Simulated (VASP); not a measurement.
Runs of VASP 6.6.1 on LiCl. The structure is that of space group Fm-3m (No. 225), or close to it. The cells are those of the table. 

```tsv
cell	gap on the mesh (eV)
a = 3.518 Å, angles 60.0°, 2 atoms	(b)
a = 3.654, b = 3.654, c = 3.682 Å, angles 59.8, 59.8, 60.5°, 2 atoms	6.16
a = 3.682 Å, angles 60.0°, 2 atoms	(a)
a = 3.629, b = 3.629, c = 3.518 Å, angles 61.0, 61.0, 58.0°, 2 atoms	6.44
a = 3.736 Å, angles 60.0°, 2 atoms	5.86
```

Alike in all rows: task single point; level PBE; potentials or basis VASP PAW PBE potentials, release 64 (Li_sv, Cl); no spin polarisation; k mesh 8 × 8 × 8; cutoff (eV) 520; smearing gaussian 0.05 eV.

Q: Fill in the values left out.

A: (a) 6.09; (b) 6.85.

A k mesh can miss the band edges.
